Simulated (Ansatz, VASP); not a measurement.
# One calculation of TiO, two programs

The input INCAR:

```
  PREC = Accurate
  ENCUT = 520
  EDIFF = 1E-6
  ISMEAR = 0
  SIGMA = 0.4
  LREAL = False
  LASPH = True
  NELM = 80
  ALGO = Normal
  ISIF = 2
  LWAVE = False
  LCHARG = False
  GGA = PS
  NBANDS = 26
```

Contents of KPOINTS:

```
regular mesh
0
Gamma
  9 9 4
```

Contents of POSCAR:

```
TiO
1.0
    2.8516080131      0.0000000000      0.0000000000
   -1.4258040066      2.4695649810      0.0000000000
    0.0000000000      0.0000000000      5.5675030000
Ti O
2 2
Direct
    0.3333333333      0.6666666667      0.2500000000
    0.6666666667      0.3333333333      0.7500000000
    0.0000000000      0.0000000000      0.0000000000
    0.0000000000      0.0000000000      0.5000000000
```

Input for Ansatz:

```yaml
crystal:
  lattice:
    - [2.8516080131, 0.0, 0.0]
    - [-1.4258040066, 2.469564981, 0.0]
    - [0.0, 0.0, 5.567503]
  atoms:
    - { symbol: Ti, position: [0.3333333333, 0.6666666667, 0.25] }
    - { symbol: Ti, position: [0.6666666667, 0.3333333333, 0.75] }
    - { symbol: O, position: [0.0, 0.0, 0.0] }
    - { symbol: O, position: [0.0, 0.0, 0.5] }
basis:
  ecutwfc: 420
kpoints:
  mp_grid: { grid: [9, 9, 4] }
hamiltonian:
  xc: pbesol
scf:
  occupations: { method: gaussian, width: 0.4 }
output:
  forces: true
  stress: true
  eigenvalues: true
```

Alike in both runs: task single point; functional PBEsol; k mesh 9 × 9 × 4; occupations gaussian, width 0.4 eV; no spin polarisation.

|  | VASP | Ansatz |
| --- | --- | --- |
| version | VASP 6.6.1 | Ansatz 0.2.0 |
| potentials or method | VASP PAW PBE potentials, release 64 (Ti_sv, O), cutoff 520 eV | scalar-relativistic, plane waves, PAW |
| valence electrons in the cell | 36 | 36 |

Ansatz gave:

| Quantity | Value |
| --- | --- |
| gap on the k mesh at the Fermi level (eV) | none |
| pressure (GPa) | -9.9 |
| traceless stress, the component that is largest in VASP (GPa) | -2.58 |

Question: What did VASP give for the same quantities?

Answer: gap on the k mesh at the Fermi level (eV): none; pressure (GPa): -9.2; traceless stress, the component that is largest in VASP (GPa): -2.50.

VASP's potentials were made for PBE, not for PBEsol. A gap of «none» marks a metal or a gap that the smearing closes. The functional is the same, so the differences come from potentials, cutoffs and numerics.
